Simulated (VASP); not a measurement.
# FeO (P1) in VASP: single point with PBEsol

Aim: the single point of FeO with PBEsol.

Everything below comes from runs of VASP 6.6.1. Logs are shortened: lines on timing, memory, paths and dates and some standing lists are left out, and cuts for length are marked.

### Step 1. The cell of the first run

The typed cell holds 4 atoms: a = 5.402 Å, b = 3.108 Å, c = 3.066 Å, α = 59.82°, β = 72.88°, γ = 87.19°.

### Step 2. Single point, PBEsol, non-collinear spin, typed start, spin-orbit coupling

File INCAR:

```
PREC = Accurate
ENCUT = 520
EDIFF = 1E-7
ISMEAR = -1
SIGMA = 0.0418
LREAL = F
LASPH = T
NELM = 150
ALGO = Normal
ISIF = 2
LWAVE = F
LCHARG = F
MAGMOM = 0.151 2.814 2.839 0.151 2.814 2.839 0 0 0 0 0 0
LORBIT = 11
LSORBIT = T
GGA_COMPAT = F
LORBMOM = T
LMAXMIX = 4
GGA = PS
NBANDS = 42
```

File KPOINTS:

```
Automatic mesh
0
Gamma
  4 7 7
  0.5 0.5 0
```

File POSCAR:

```
FeO
1.0
   -2.1563600000      4.3638380000      2.3428870000
    2.1459910000      0.0423460000      2.2478260000
    2.1630680000      2.1726390000      0.0252690000
Fe O
2 2
Direct
    0.0002350000      0.0049360000      0.0035130000
    0.4988230000      0.4954250000      0.0180010000
    0.2481120000      0.7437520000      0.5117200000
    0.7525420000      0.2408510000      0.5038930000
```

Potentials or basis: VASP PAW PBE potentials, release 64 (Fe, O).

Launch:

```bash
$ cat potpaw_PBE.64/Fe/POTCAR potpaw_PBE.64/O/POTCAR > POTCAR
$ mpirun -np 1 vasp_ncl > vasp.out
```

OUTCAR:

```text
PREC = Accurate
   ENCUT = 520
   EDIFF = 1E-7
   ISMEAR = -1
   LREAL = F
   LASPH = T
   NELM = 150
   ISIF = 2
   LORBIT = 11
   LSORBIT = T
   GGA = PS

 ion  position               nearest neighbor table
   1  0.000  0.005  0.004-   4 2.12   4 2.16   3 2.16   3 2.17   3 2.23   4 2.29   2 3.04   2 3.06
                             2 3.11
   2  0.499  0.495  0.018-   3 2.14   4 2.15   3 2.18   4 2.21   4 2.26   3 2.27   1 3.04   1 3.06
                             1 3.11
   3  0.248  0.744  0.512-   2 2.14   1 2.16   1 2.17   2 2.18   1 2.23   2 2.27
   4  0.753  0.241  0.504-   1 2.12   2 2.15   1 2.16   2 2.21   2 2.26   1 2.29

  LATTYP: Found a triclinic cell.
 ALAT       =     3.0659194248
 B/A-ratio  =     2.8143709791
 C/A-ratio  =     2.2675896242
 COS(alpha) =     0.0017989999
 COS(beta)  =     0.6697506913
 COS(gamma) =     0.7074190391

  Lattice vectors:

 A1 = (  -2.1630680000,  -2.1726390000,  -0.0252690000)
 A2 = (  -8.6284870000,  -0.0237860000,   0.0445230000)
 A3 = (  -0.0067080000,  -6.5364770000,  -2.3681560000)

Analysis of symmetry for initial positions (statically):
=====================================================================
 Subroutine PRICEL returns:
 Original cell was already a primitive cell.

 Routine SETGRP: Setting up the symmetry group for a
 triclinic supercell.

 Subroutine GETGRP returns: Found  1 space group operations
 (whereof  1 operations were pure point group operations)
 out of a pool of  2 trial point group operations.

The static configuration has the point symmetry C_1 .

Analysis of symmetry for dynamics (positions and initial velocities):
=====================================================================
 Subroutine PRICEL returns:
 Original cell was already a primitive cell.

 Routine SETGRP: Setting up the symmetry group for a
 triclinic supercell.

 Subroutine GETGRP returns: Found  1 space group operations
 (whereof  1 operations were pure point group operations)
 out of a pool of  2 trial point group operations.

The dynamic configuration has the point symmetry C_1 .

Analysis of structural, dynamic, and magnetic symmetry:
=====================================================================
 Subroutine PRICEL returns:
 Original cell was already a primitive cell.

 Routine SETGRP: Setting up the symmetry group for a
 triclinic supercell.

 Subroutine GETGRP returns: Found  1 space group operations
 (whereof  1 operations were pure point group operations)
 out of a pool of  2 trial point group operations.

The overall configuration has the point symmetry C_1 .

 Subroutine INISYM returns: Found  1 space group operations
 (whereof  1 operations are pure point group operations),
 and found     1 'primitive' translations

----------------------------------------------------------------------------------------

                                     Primitive cell

  volume of cell :      42.2190

  direct lattice vectors                    reciprocal lattice vectors
    -2.156360000  4.363838000  2.342887000    -0.115650459  0.113881800  0.108265678
     2.145991000  0.042346000  2.247826000     0.117955902 -0.121327255  0.334547879
     2.163068000  2.172639000  0.025269000     0.229989845  0.233898036 -0.223976759

  length of vectors
     5.402044986  3.108020637  3.065919425     0.195103947  0.374908230  0.397201723

  position of ions in fractional coordinates (direct lattice)
     0.000235000  0.004936000  0.003513000
     0.498823000  0.495425000  0.018001000
     0.248112000  0.743752000  0.511720000
     0.752542000  0.240851000  0.503893000

  ion indices of the primitive-cell ions
   primitive index   ion index
                 1           1
                 2           2
                 3           3
                 4           4

----------------------------------------------------------------------------------------

 KPOINTS: Automatic mesh

Automatic generation of k-mesh.
 Grid dimensions read from file:
 generate k-points for:    4    7    7

 Generating k-lattice:

  Cartesian coordinates                     Fractional coordinates (reciprocal lattice)
    -0.028912615  0.028470450  0.027066419     0.250000000  0.000000000  0.000000000
     0.016850843 -0.017332465  0.047792554     0.000000000  0.142857143  0.000000000
     0.032855692  0.033414005 -0.031996680    -0.000000000  0.000000000  0.142857143

  Length of vectors
     0.048775987  0.053558319  0.056743103

  Shift w.r.t. Gamma in fractional coordinates (k-lattice)
[... 58 lines left out ...]
   ISIF   =      2    stress and relaxation
   ISYM   =      2    0-nonsym 1-usesym 2-fastsym
   POTIM  = 0.5000    time-step for ionic-motion
   TEBEG  =    0.0;   TEEND  =   0.0 temperature during run
   PSTRESS=    0.0 pullay stress
   NELECT =      28.0000    total number of electrons
   NUPDOWN=      -1.0000    fix difference up-down
   EMIN   =  10.00;   EMAX   =-10.00  energy-range for DOS
   EFERMI =   0.00;   METHOD = LEGACY
   ISMEAR =    -1;   SIGMA  =   0.04  broadening in eV -4-tet -1-fermi 0-gaus
   EFERMI_NEDOS =   21; number of points for ismear=-14 and -15
   IALGO  =     38    algorithm
   IMIX   =      4    mixing-type and parameters
     AMIX     =   0.40;   BMIX     =  1.00
     AMIX_MAG =   1.60;   BMIX_MAG =  1.00
  volume/ion in A,a.u.               =      10.55        71.23
  Fermi-wavevector in a.u.,A,eV,Ry     =   1.427660  2.697887 27.731590  2.038214
  Thomas-Fermi vector in A             =   2.547806
   LORBIT       =     11    0 simple, 1 ext, 2 COOP (PROOUT), +10 PAW based schemes
   GGA     = PS    functional components
   LHFCALC =     F    Hartree Fock is set to
   AEXX    =    0.0000 exact exchange contribution
   IVDW    =     0    specifies the selected vdW correction
   LEPSILON=     F    determine dielectric tensor
   LRPA    =     F    only Hartree local field effects (RPA)
  energy-cutoff  :      520.00
  volume of cell :       42.22
 maximum number of plane-waves:      2312
   NGX = 19   NGY = 11   NGZ = 11

 number of electron      28.0000000 magnetization       0.3015209      5.6186861      5.6767655

 Free energy of the ion-electron system (eV)
  ---------------------------------------------------
  ext. energy  EPLUGINS =         0.00000000
  ---------------------------------------------------
  free energy    TOTEN  =       -31.51565539 eV

  energy without entropy =      -31.49756669  energy(sigma->0) =      -31.50661104

 E-fermi :   5.5088     XC(G=0): -12.1205

 val. band max:        5.4963567262   @ k =  -0.1250   0.0714  -0.2857
 cond. band min:       5.5116543498   @ k =   0.3750  -0.0714   0.1429
 fundamental gap:      0.0152976236
 Fermi energy:         5.5087710272

 k-point     1 :       0.1250    0.0714   -0.0000
  band No.  band energies     occupation
      1     -14.6974      1.00000
      2     -14.1529      1.00000
      3     -13.7771      1.00000
      4     -13.2223      1.00000
      5      -2.7466      1.00000
      6      -1.9794      1.00000
[... 1021 lines left out ...]
     39      11.8689      0.00000
     40      13.0664      0.00000

 [... further k-points ...]

 [bands above 40 left out]

------------------------ aborting loop because EDIFF is reached ----------------------------------------

  FORCE on cell =-STRESS in cart. coord.  units (eV):
  Direction    XX          YY          ZZ          XY          YZ          ZX
  --------------------------------------------------------------------------------------
  -------------------------------------------------------------------------------------
  Total       -3.9298888     -3.9486092     -4.5367236     -0.0486871     -0.2745130      0.1064482
  in kB     -149.1362132   -149.8466376   -172.1651186     -1.8476367    -10.4175546      4.0396270
  external PRESSURE =    -157.0493231 kB  Pullay stress =       0.0000000 kB

 VOLUME and BASIS-vectors are now :
 -----------------------------------------------------------------------------
  energy-cutoff  :      520.00
  volume of cell :       42.22
      direct lattice vectors                 reciprocal lattice vectors
    -2.156360000  4.363838000  2.342887000    -0.115650459  0.113881800  0.108265678
     2.145991000  0.042346000  2.247826000     0.117955902 -0.121327255  0.334547879
     2.163068000  2.172639000  0.025269000     0.229989845  0.233898036 -0.223976759

 POSITION                                       TOTAL-FORCE (eV/Angst)
 -----------------------------------------------------------------------------------
      0.01768      0.00887      0.01173        -0.036248      0.000851     -0.015517
      0.02647      2.23687      2.28277        -0.071045     -0.018721      0.014642
      2.16795      2.22600      2.26605        -0.022424      0.052808      0.034332
     -0.01593      4.38895      2.31724         0.129718     -0.034939     -0.033457
 -----------------------------------------------------------------------------------
    total drift:                                0.000136     -0.000106     -0.000096

  FREE ENERGIE OF THE ION-ELECTRON SYSTEM (eV)
  ---------------------------------------------------
  free  energy   TOTEN  =       -31.5156553897 eV

  energy  without entropy=      -31.4975666932  energy(sigma->0) =      -31.50661104

 orbital moment (x)

 # of ion     p       d       tot
 ----------------------------------------
  1        -0.000   0.002   0.002
  2        -0.000   0.002   0.002
  3         0.000   0.000   0.000
  4        -0.000   0.000  -0.000
 ----------------------------------------
            0.000   0.004   0.004

 orbital moment (y)

 # of ion     p       d       tot
 ----------------------------------------
  1        -0.000   0.054   0.054
  2        -0.000   0.056   0.056
  3         0.001   0.000   0.001
  4         0.001   0.000   0.001
 ----------------------------------------
            0.001   0.110   0.111

 orbital moment (z)

 # of ion     p       d       tot
 ----------------------------------------
  1        -0.000   0.051   0.051
  2        -0.000   0.053   0.053
  3         0.001   0.000   0.001
  4         0.001   0.000   0.001
 ----------------------------------------
            0.001   0.104   0.105

 Spin-Orbit-Coupling matrix elements

 Ion:    1  E_soc:     -0.0127953
 l=   1
     0.0000000    -0.0001332    -0.0001454
    -0.0001332     0.0000000    -0.0001357
    -0.0001454    -0.0001357     0.0000000
 l=   2
     0.0000000    -0.0004643     0.0000000    -0.0003896    -0.0013787
    -0.0004643     0.0000000    -0.0013806    -0.0004827    -0.0004959
     0.0000000    -0.0013806     0.0000000    -0.0010252     0.0000000
    -0.0003896    -0.0004827    -0.0010252     0.0000000    -0.0003663
    -0.0013787    -0.0004959     0.0000000    -0.0003663     0.0000000
 l=   3
     0.0000000     0.0000000     0.0000000     0.0000000     0.0000000     0.0000000     0.0000000
     0.0000000     0.0000000     0.0000000     0.0000000     0.0000000     0.0000000     0.0000000
     0.0000000     0.0000000     0.0000000     0.0000000     0.0000000     0.0000000     0.0000000
     0.0000000     0.0000000     0.0000000     0.0000000     0.0000000     0.0000000     0.0000000
[... 49 lines left out ...]
 l=   2
     0.0000000     0.0000000     0.0000000     0.0000000     0.0000000
     0.0000000     0.0000000     0.0000000     0.0000000     0.0000000
     0.0000000     0.0000000     0.0000000     0.0000000     0.0000000
     0.0000000     0.0000000     0.0000000     0.0000000     0.0000000
     0.0000000     0.0000000     0.0000000     0.0000000     0.0000000
 l=   3
     0.0000000     0.0000000     0.0000000     0.0000000     0.0000000     0.0000000     0.0000000
     0.0000000     0.0000000     0.0000000     0.0000000     0.0000000     0.0000000     0.0000000
     0.0000000     0.0000000     0.0000000     0.0000000     0.0000000     0.0000000     0.0000000
     0.0000000     0.0000000     0.0000000     0.0000000     0.0000000     0.0000000     0.0000000
     0.0000000     0.0000000     0.0000000     0.0000000     0.0000000     0.0000000     0.0000000
     0.0000000     0.0000000     0.0000000     0.0000000     0.0000000     0.0000000     0.0000000
     0.0000000     0.0000000     0.0000000     0.0000000     0.0000000     0.0000000     0.0000000

 total charge

# of ion       s       p       d       tot
------------------------------------------
    1        0.283   0.338   6.052   6.673
    2        0.278   0.327   6.055   6.660
    3        1.552   3.389   0.000   4.940
    4        1.552   3.388   0.000   4.939
--------------------------------------------------
tot          3.664   7.442  12.107  23.213

 magnetization (x)

# of ion       s       p       d       tot
------------------------------------------
    1        0.001   0.001   0.129   0.131
    2        0.001   0.001   0.140   0.141
    3        0.001   0.010   0.000   0.011
    4        0.001   0.010   0.000   0.011
--------------------------------------------------
tot          0.004   0.022   0.269   0.295

 magnetization (y)

# of ion       s       p       d       tot
------------------------------------------
    1        0.019   0.014   2.512   2.544
    2        0.018   0.014   2.501   2.534
    3        0.020   0.187   0.000   0.207
    4        0.019   0.187   0.000   0.207
--------------------------------------------------
tot          0.076   0.403   5.013   5.492

 magnetization (z)

# of ion       s       p       d       tot
------------------------------------------
    1        0.019   0.014   2.536   2.569
    2        0.019   0.014   2.528   2.561
    3        0.020   0.189   0.000   0.209
    4        0.020   0.189   0.000   0.209
--------------------------------------------------
tot          0.077   0.407   5.065   5.548
```

Wall time 47 min (1 thread of Oxide Virtual Turin-like, shared host); peak memory 0.56 GiB.

Results:

| Property | Result |
| --- | --- |
| Free energy | -31.5157 eV |
| Pressure | -15.7 GPa |
| Largest force | 0.138 eV/Å |
| Net moment | 7.99 μB per cell |
| Valence electrons inside the program's atomic spheres | Fe 6.67, 6.66; O 4.94 |

Forces on the atoms (eV/Å):
```
Fe  -0.036  0.001 -0.016
Fe  -0.071 -0.019  0.015
O   -0.022  0.053  0.034
O    0.130 -0.035 -0.033
```

Stress tensor (GPa, compression positive):
```
-14.91  -0.18   0.40
 -0.18 -14.98  -1.04
  0.40  -1.04 -17.22
```

Moments on the atoms (μB; x, y, z):
```
Fe  0.13 2.54 2.57
Fe  0.14 2.53 2.56
O   0.01 0.21 0.21
O   0.01 0.21 0.21
```

Caveat: the cell stands under tension; the PAW data sets were made with another functional, which shifts forces and pressure a little.
